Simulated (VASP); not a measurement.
# In3Sb (Pm-3m) in VASP: a series of runs, part 2 of 2

VASP 6.6.1. Earlier steps stand in the parts before.

## (3) Single point, PBEsol

This run uses another cell than the first one, of 22.79 Å³/atom.

INCAR reads:

```
PREC = Accurate
ENCUT = 520
EDIFF = 1E-6
ISMEAR = -1
SIGMA = 0.01
LREAL = F
LASPH = T
NELM = 80
ALGO = Normal
ISIF = 2
LWAVE = F
LCHARG = T
GGA = PS
LELF = T
LVHAR = T
NBANDS = 30
```

KPOINTS reads:

```
Automatic mesh
0
Gamma
  5 5 5
```

POSCAR reads:

```
In3Sb
1.0
    4.5005301422      0.0000000000      0.0000000000
    0.0000000000      4.5005301422      0.0000000000
    0.0000000000      0.0000000000      4.5005301422
Sb In
1 3
Direct
    0.0000000000      0.0000000000      0.0000000000
    0.0000000000      0.5000000000      0.5000000000
    0.5000000000      0.0000000000      0.5000000000
    0.5000000000      0.5000000000      0.0000000000
```

Potentials or basis: VASP PAW PBE potentials, release 64 (Sb, In_d).

Command:

```console
$ cat potpaw_PBE.64/Sb/POTCAR potpaw_PBE.64/In_d/POTCAR > POTCAR
$ mpirun -np 1 vasp_std > vasp.out
```

OUTCAR:

```text
PREC = Accurate
   ENCUT = 520
   EDIFF = 1E-6
   ISMEAR = -1
   LREAL = F
   LASPH = T
   NELM = 80
   ISIF = 2
   GGA = PS

 ion  position               nearest neighbor table
   1  0.000  0.000  0.000-   2 3.18   3 3.18   4 3.18   2 3.18   3 3.18   2 3.18   4 3.18   2 3.18
                             3 3.18   4 3.18   3 3.18   4 3.18
   2  0.000  0.500  0.500-   1 3.18   3 3.18   4 3.18   1 3.18   4 3.18   1 3.18   3 3.18   1 3.18
                             3 3.18   4 3.18   4 3.18   3 3.18
   3  0.500  0.000  0.500-   1 3.18   2 3.18   4 3.18   1 3.18   4 3.18   2 3.18   4 3.18   4 3.18
                             1 3.18   2 3.18   1 3.18   2 3.18
   4  0.500  0.500  0.000-   1 3.18   2 3.18   3 3.18   2 3.18   3 3.18   1 3.18   3 3.18   3 3.18
                             1 3.18   2 3.18   2 3.18   1 3.18

  LATTYP: Found a simple cubic cell.
 ALAT       =     4.5005301422

  Lattice vectors:

 A1 = (   4.5005301422,   0.0000000000,   0.0000000000)
 A2 = (   0.0000000000,   4.5005301422,   0.0000000000)
 A3 = (   0.0000000000,   0.0000000000,   4.5005301422)

Analysis of symmetry for initial positions (statically):
=====================================================================
 Subroutine PRICEL returns:
 Original cell was already a primitive cell.

 Routine SETGRP: Setting up the symmetry group for a
 simple cubic supercell.

 Subroutine GETGRP returns: Found 48 space group operations
 (whereof 48 operations were pure point group operations)
 out of a pool of 48 trial point group operations.

The static configuration has the point symmetry O_h .

Analysis of symmetry for dynamics (positions and initial velocities):
=====================================================================
 Subroutine PRICEL returns:
 Original cell was already a primitive cell.

 Routine SETGRP: Setting up the symmetry group for a
 simple cubic supercell.

 Subroutine GETGRP returns: Found 48 space group operations
 (whereof 48 operations were pure point group operations)
 out of a pool of 48 trial point group operations.

The dynamic configuration has the point symmetry O_h .

 Subroutine INISYM returns: Found 48 space group operations
 (whereof 48 operations are pure point group operations),
 and found     1 'primitive' translations

----------------------------------------------------------------------------------------

                                     Primitive cell

  volume of cell :      91.1572

  direct lattice vectors                    reciprocal lattice vectors
     4.500530142  0.000000000  0.000000000     0.222196045  0.000000000  0.000000000
     0.000000000  4.500530142  0.000000000     0.000000000  0.222196045  0.000000000
     0.000000000  0.000000000  4.500530142     0.000000000  0.000000000  0.222196045

  length of vectors
     4.500530142  4.500530142  4.500530142     0.222196045  0.222196045  0.222196045

  position of ions in fractional coordinates (direct lattice)
     0.000000000  0.000000000  0.000000000
     0.000000000  0.500000000  0.500000000
     0.500000000  0.000000000  0.500000000
     0.500000000  0.500000000  0.000000000

  ion indices of the primitive-cell ions
   primitive index   ion index
                 1           1
                 2           2
                 3           3
                 4           4

[... 26 lines left out ...]
 Following reciprocal coordinates:
            Coordinates               Weight
  0.000000  0.000000  0.000000      1.000000
  0.200000  0.000000  0.000000      6.000000
  0.400000  0.000000  0.000000      6.000000
  0.200000  0.200000  0.000000     12.000000
  0.400000  0.200000  0.000000     24.000000
  0.400000  0.400000  0.000000     12.000000
  0.200000  0.200000  0.200000      8.000000
  0.400000  0.200000  0.200000     24.000000
  0.400000  0.400000  0.200000     24.000000
  0.400000  0.400000  0.400000      8.000000
   k-points           NKPTS =     10   k-points in BZ     NKDIM =     10   number of bands    NBANDS=     30
   number of dos      NEDOS =    301   number of ions     NIONS =      4
   total plane-waves  NPLWV =  46656
   dimension x,y,z NGX =    36 NGY =   36 NGZ =   36
   dimension x,y,z NGXF=    72 NGYF=   72 NGZF=   72
   ions per type =               1   3
   NGX,Y,Z   is equivalent  to a cutoff of  13.30, 13.30, 13.30 a.u.
   NGXF,Y,Z  is equivalent  to a cutoff of  26.60, 26.60, 26.60 a.u.
 SYSTEM =  unknown system
   PREC   = accura    normal or accurate (medium, high low for compatibility)
   ISTART =      0    job   : 0-new  1-cont  2-samecut
   ICHARG =      2    charge: 1-file 2-atom 10-const
   ISPIN  =      1    spin polarized calculation?
   LNONCOLLINEAR =      F non collinear calculations
   LSORBIT =      F    spin-orbit coupling
   LASPH  =      T    aspherical Exc in radial PAW
   ENCUT  =  520.0 eV  38.22 Ry    6.18 a.u.   8.37  8.37  8.37*2*pi/ulx,y,z
   NELM   =     80;   NELMIN=  2; NELMDL= -5     # of ELM steps
   EDIFF  = 0.1E-05   stopping-criterion for ELM
   LREAL  =      F    real-space projection
   EDIFFG = 0.1E-04   stopping-criterion for IOM
   NSW    =      0    number of steps for IOM
   IBRION =     -1    ionic relax: 0-MD 1-quasi-New 2-CG
   NFREE  =      0    steps in history (QN), initial steepest desc. (CG)
   ISIF   =      2    stress and relaxation
   ISYM   =      2    0-nonsym 1-usesym 2-fastsym
   POTIM  = 0.5000    time-step for ionic-motion
   TEBEG  =    0.0;   TEEND  =   0.0 temperature during run
   PSTRESS=    0.0 pullay stress
   NELECT =      44.0000    total number of electrons
   NUPDOWN=      -1.0000    fix difference up-down
   EMIN   =  10.00;   EMAX   =-10.00  energy-range for DOS
   EFERMI =   0.00;   METHOD = LEGACY
   ISMEAR =    -1;   SIGMA  =   0.01  broadening in eV -4-tet -1-fermi 0-gaus
   EFERMI_NEDOS =   21; number of points for ismear=-14 and -15
   IALGO  =     38    algorithm
   IMIX   =      4    mixing-type and parameters
     AMIX     =   0.40;   BMIX     =  1.00
     AMIX_MAG =   1.60;   BMIX_MAG =  1.00
  volume/ion in A,a.u.               =      22.79       153.79
  Fermi-wavevector in a.u.,A,eV,Ry     =   1.284188  2.426764 22.437907  1.649140
  Thomas-Fermi vector in A             =   2.416397
   LORBIT       =      0    0 simple, 1 ext, 2 COOP (PROOUT), +10 PAW based schemes
   GGA     = PS    functional components
   LHFCALC =     F    Hartree Fock is set to
   AEXX    =    0.0000 exact exchange contribution
   IVDW    =     0    specifies the selected vdW correction
   LEPSILON=     F    determine dielectric tensor
   LRPA    =     F    only Hartree local field effects (RPA)
 non-spin polarized calculation
  energy-cutoff  :      520.00
  volume of cell :       91.16
 maximum number of plane-waves:      2517
 NGX is ok and might be reduce to    36
   NGX = 17   NGY = 17   NGZ = 17

 number of electron      44.0000041 magnetization

 Free energy of the ion-electron system (eV)
  ---------------------------------------------------
  ext. energy  EPLUGINS =         0.00000000
  ---------------------------------------------------
  free energy    TOTEN  =       -12.84535396 eV

  energy without entropy =      -12.84294726  energy(sigma->0) =      -12.84415061

 E-fermi :   9.5610     XC(G=0): -11.0747

 val. band max:        9.5328342549   @ k =   0.4000   0.4000   0.2000
 cond. band min:       9.5792063234   @ k =   0.4000   0.2000   0.2000
 fundamental gap:      0.0463720685
 Fermi energy:         9.5610411803

 k-point     1 :       0.0000    0.0000    0.0000
  band No.  band energies     occupation
      1      -5.5123      2.00000
      2      -5.4771      2.00000
      3      -5.4771      2.00000
      4      -5.4771      2.00000
      5      -5.2962      2.00000
      6      -5.2962      2.00000
[... 319 lines left out ...]
     29      17.6339      0.00000
     30      18.3675      0.00000

------------------------ aborting loop because EDIFF is reached ----------------------------------------

  FORCE on cell =-STRESS in cart. coord.  units (eV):
  Direction    XX          YY          ZZ          XY          YZ          ZX
  --------------------------------------------------------------------------------------
  -------------------------------------------------------------------------------------
  Total        5.6821652      5.6821652      5.6821652     -0.0000000     -0.0000000      0.0000000
  in kB       99.8696234     99.8696234     99.8696234     -0.0000000     -0.0000000      0.0000000
  external PRESSURE =      99.8696234 kB  Pullay stress =       0.0000000 kB

 VOLUME and BASIS-vectors are now :
 -----------------------------------------------------------------------------
  energy-cutoff  :      520.00
  volume of cell :       91.16
      direct lattice vectors                 reciprocal lattice vectors
     4.500530142  0.000000000  0.000000000     0.222196045  0.000000000  0.000000000
     0.000000000  4.500530142  0.000000000     0.000000000  0.222196045  0.000000000
     0.000000000  0.000000000  4.500530142     0.000000000  0.000000000  0.222196045

 POSITION                                       TOTAL-FORCE (eV/Angst)
 -----------------------------------------------------------------------------------
      0.00000      0.00000      0.00000         0.000000      0.000000      0.000000
      0.00000      2.25027      2.25027         0.000000      0.000000      0.000000
      2.25027      0.00000      2.25027         0.000000      0.000000      0.000000
      2.25027      2.25027      0.00000         0.000000      0.000000      0.000000
 -----------------------------------------------------------------------------------
    total drift:                                0.000000      0.000000      0.000000

  FREE ENERGIE OF THE ION-ELECTRON SYSTEM (eV)
  ---------------------------------------------------
  free  energy   TOTEN  =       -12.8453539620 eV

  energy  without entropy=      -12.8429472583  energy(sigma->0) =      -12.84415061
```

OSZICAR:

```text
N       E                     dE             d eps       ncg     rms          rms(c)
DAV:   1     0.405211755609E+03    0.40521E+03   -0.20343E+04   600   0.192E+03
DAV:   2     0.261204340344E+02   -0.37909E+03   -0.37187E+03   612   0.454E+02
DAV:   3    -0.114585311187E+02   -0.37579E+02   -0.36969E+02   698   0.163E+02
DAV:   4    -0.129342418437E+02   -0.14757E+01   -0.14728E+01   710   0.343E+01
DAV:   5    -0.130137787156E+02   -0.79537E-01   -0.79529E-01   932   0.656E+00    0.590E+00
DAV:   6    -0.128785863290E+02    0.13519E+00   -0.25226E-01   794   0.760E+00    0.309E+00
DAV:   7    -0.128479650543E+02    0.30621E-01   -0.78485E-02   840   0.345E+00    0.595E-01
DAV:   8    -0.128457243922E+02    0.22407E-02   -0.57490E-03   816   0.888E-01    0.241E-01
DAV:   9    -0.128453517187E+02    0.37267E-03   -0.44823E-04   764   0.199E-01    0.539E-02
DAV:  10    -0.128453546686E+02   -0.29498E-05   -0.33716E-05   932   0.525E-02    0.154E-02
DAV:  11    -0.128453539620E+02    0.70664E-06   -0.57505E-06   680   0.320E-02
   1 F= -.12845354E+02 E0= -.12844151E+02  d E =-.240670E-02
```

stdout:

```text
POSCAR found type information on POSCAR SbIn
 POSCAR found :  2 types and       4 ions
 scaLAPACK will be used
 -----------------------------------------------------------------------------
|                                                                             |
|                                                                             |
|     You enforced a specific xc type in the INCAR file but a different       |
|     I HOPE YOU KNOW WHAT YOU ARE DOING!                                     |
|                                                                             |
 -----------------------------------------------------------------------------

 LDA part: xc-table for (Slater+PW92), standard interpolation
 POSCAR, INCAR and KPOINTS ok, starting setup
 FFT: planning ... GRIDC
 FFT: planning ... GRID_SOFT
 FFT: planning ... GRID
 WAVECAR not read
 entering main loop
```

Run time: 37 s. Hardware: 1 thread of Intel Xeon 8259CL, shared host; peak memory 0.21 GiB.

What came out:

```yaml
Free_energy: -12.8454 eV
Pressure: 10.0 GPa
Band_gap_on_the_k_mesh: zero (bands 22 and 23 overlap by 2.84 eV)
```

Caveat: the cell stands under pressure; the PAW data sets were made with another functional, which shifts forces and pressure a little; spin-orbit coupling is left out, which moves the levels of the heavy elements.

## (4) Single point, PBEsol

This run uses another cell than the first one, of 24.24 Å³/atom.

INCAR reads:

```
SYSTEM = In3Sb
  PREC = Accurate
  ENCUT = 520
  EDIFF = 1E-6
  ISMEAR = -1
  SIGMA = 0.01
  LREAL = .False.
  LASPH = .True.
  NELM = 100
  ALGO = Normal
  ISIF = 2
  LWAVE = .False.
  LCHARG = .True.
  GGA = PS
  LELF = .True.
  LVHAR = .True.
  NBANDS = 30
```

KPOINTS reads:

```
regular mesh
0
Gamma
  5 5 5
  0 0 0
```

POSCAR reads:

```
In3Sb
1.0
    4.5937808006      0.0000000000      0.0000000000
    0.0000000000      4.5937808006      0.0000000000
    0.0000000000      0.0000000000      4.5937808006
Sb In
1 3
Direct
    0.0000000000      0.0000000000      0.0000000000
    0.0000000000      0.5000000000      0.5000000000
    0.5000000000      0.0000000000      0.5000000000
    0.5000000000      0.5000000000      0.0000000000
```

Command:

```console
$ cat potpaw_PBE.64/Sb/POTCAR potpaw_PBE.64/In_d/POTCAR > POTCAR
$ mpirun -np 1 vasp_std > vasp.out
```

Run time: 38 s. Hardware: 1 thread of Intel Xeon 8259CL, shared host; peak memory 0.21 GiB.

The run converged. Its results:

```
Free energy            : -13.1127 eV
Pressure               : 5.0 GPa
Band gap on the k mesh : zero (bands 22 and 23 overlap by 2.61 eV)
```

Levels at points of the mesh, in eV from the Fermi level:
| k point | band 19 | band 20 | band 21 | band 22 | band 23 | band 24 | band 25 | band 26 |
| --- | --- | --- | --- | --- | --- | --- | --- | --- |
| (0.00, 0.00, 0.00) | -3.56 | -3.56 | -2.29 | -2.29 | 2.38 | 2.38 | 2.38 | 3.95 |

Caveat: the cell stands under pressure; the PAW data sets were made with another functional, which shifts forces and pressure a little; spin-orbit coupling is left out, which moves the levels of the heavy elements.

## (5) Single point, PBEsol

This run uses another cell than the first one, of 26.91 Å³/atom.

INCAR reads:

```
SYSTEM = In3Sb
PREC = Accurate
ENCUT = 520
EDIFF = 1E-7
ISMEAR = -1
SIGMA = 0.01
LREAL = .False.
LASPH = .True.
NELM = 80
ALGO = Normal
ISIF = 2
LWAVE = .False.
LCHARG = .False.
GGA = PS
NBANDS = 30
```

KPOINTS reads:

```
Automatic mesh
0
Gamma
  5 5 5
  0 0 0
```

POSCAR reads:

```
In3Sb
1.0
    4.7569338910      0.0000000000      0.0000000000
    0.0000000000      4.7569338910      0.0000000000
    0.0000000000      0.0000000000      4.7569338910
Sb In
1 3
Direct
    0.0000000000      0.0000000000      0.0000000000
    0.0000000000      0.5000000000      0.5000000000
    0.5000000000      0.0000000000      0.5000000000
    0.5000000000      0.5000000000      0.0000000000
```

Command:

```console
$ cat potpaw_PBE.64/Sb/POTCAR potpaw_PBE.64/In_d/POTCAR > POTCAR
$ mpirun -np 1 vasp_std > vasp.out
```

Wall time 55 s (1 thread of Intel Xeon 8259CL, shared host); peak memory 0.21 GiB.

Results (log left out):

```yaml
Free_energy: -13.2573 eV
Pressure: 0.0 GPa
Band_gap_on_the_k_mesh: zero (bands 22 and 23 overlap by 2.27 eV)
```

Levels at points of the mesh, in eV from the Fermi level:
```tsv
k point	band 19	band 20	band 21	band 22	band 23	band 24	band 25	band 26
(0.00, 0.00, 0.00)	-3.05	-3.05	-2.37	-2.37	2.29	2.29	2.29	3.85
```

Caveat: the PAW data sets were made with another functional, which shifts forces and pressure a little; spin-orbit coupling is left out, which moves the levels of the heavy elements.

## (6) Relaxation of cell and atoms, PBEsol

This run uses another cell than the first one, of 28.34 Å³/atom.

INCAR reads:

```
SYSTEM = In3Sb
ALGO = Normal ; EDIFF = 1E-7
EDIFFG = -0.02 ; ENCUT = 600
GGA = PS ; IBRION = 2
ISIF = 3 ; ISMEAR = -1
LASPH = .True. ; LCHARG = .False.
LREAL = .False. ; LWAVE = .False.
NELM = 100 ; NSW = 80
PREC = Accurate ; SIGMA = 0.01
```

KPOINTS reads:

```
k-points
0
Gamma
  5 5 5
  0 0 0
```

POSCAR reads:

```
In3Sb
1.0
    4.8400000000      0.0000000000      0.0000000000
    0.0000000000      4.8400000000      0.0000000000
    0.0000000000      0.0000000000      4.8400000000
Sb In
1 3
Direct
    0.0000000000      0.0000000000      0.0000000000
    0.0000000000      0.5000000000      0.5000000000
    0.5000000000      0.0000000000      0.5000000000
    0.5000000000      0.5000000000      0.0000000000
```

Potentials or basis: VASP PAW PBE potentials, release 64 (Sb, In_d).

Command:

```console
$ cat potpaw_PBE.64/Sb/POTCAR potpaw_PBE.64/In_d/POTCAR > POTCAR
$ mpirun -np 1 vasp_std > vasp.out
```

Run time: 1.9 min. Hardware: 1 thread of Intel Xeon 8259CL, shared host; peak memory 0.26 GiB.

Results (log left out):

| Item | Value |
| --- | --- |
| Free energy | -13.2585 eV |
| Relaxed volume | 26.87 Å³/atom |
| Relaxed cell | a = 4.755 Å, b = 4.755 Å, c = 4.755 Å, α = 90.00°, β = 90.00°, γ = 90.00° |
| Space group after relaxing (to 0.1 Å) | Pm-3m (No. 221) |
| Energy gained by relaxing | 9.5 meV/atom |
| Ionic steps | 2 |
| Pressure after relaxing | 0.1 GPa |
| Band gap on the k mesh | zero (bands 22 and 23 overlap by 2.27 eV) |

Step by step:
| step | energy change (eV) | largest force (eV/Å) | pressure (GPa) | volume (Å³) |
| --- | --- | --- | --- | --- |
| 1 | 0.0000 | 0.0000 | -2.07 | 113.38 |
| 2 | -0.0380 | 0.0000 | 0.08 | 107.48 |

Final structure:
```cif
data_structure
_symmetry_space_group_name_H-M 'P 1'
_symmetry_Int_Tables_number 1
_cell_length_a 4.7545
_cell_length_b 4.7545
_cell_length_c 4.7545
_cell_angle_alpha 90.000
_cell_angle_beta 90.000
_cell_angle_gamma 90.000
_cell_volume 107.48
loop_
_atom_site_label
_atom_site_type_symbol
_atom_site_fract_x
_atom_site_fract_y
_atom_site_fract_z
_atom_site_occupancy
Sb1 Sb 0.00000 0.00000 0.00000 1
In1 In 0.00000 0.50000 0.50000 1
In2 In 0.50000 0.00000 0.50000 1
In3 In 0.50000 0.50000 0.00000 1
```

Levels at points of the mesh, in eV from the Fermi level:
```csv
k point,band 20,band 21,band 22,band 23,band 24,band 25
"(0.00, 0.00, 0.00)",-3.06,-2.36,-2.36,2.29,2.29,2.29
```

Caveat: the PAW data sets were made with another functional, which shifts forces and pressure a little; spin-orbit coupling is left out, which moves the levels of the heavy elements.

## (7) Summary

```tsv
task	cell	cutoff (eV)	gap on the mesh (eV)	pressure (GPa)
single point	a = 4.356 Å, 4 atoms	520	none	20.1
single point	a = 4.501 Å, 4 atoms	520	none	10.0
single point	a = 4.594 Å, 4 atoms	520	none	5.0
single point	a = 4.757 Å, 4 atoms	520	none	0.0
relaxation of cell and atoms	relaxed from a = 4.840 Å, 4 atoms	600	none	0.1
```

Alike in all rows: level PBEsol; potentials or basis VASP PAW PBE potentials, release 64 (Sb, In_d); no spin polarisation; k mesh 5 × 5 × 5; smearing fermi-dirac 0.01 eV.

Caveats: the PAW data sets were made with another functional, which shifts forces and pressure a little; spin-orbit coupling is left out, which moves the levels of the heavy elements; the cell stands under pressure (at least some runs).

Absolute energies hang on the potentials; compare differences alone.
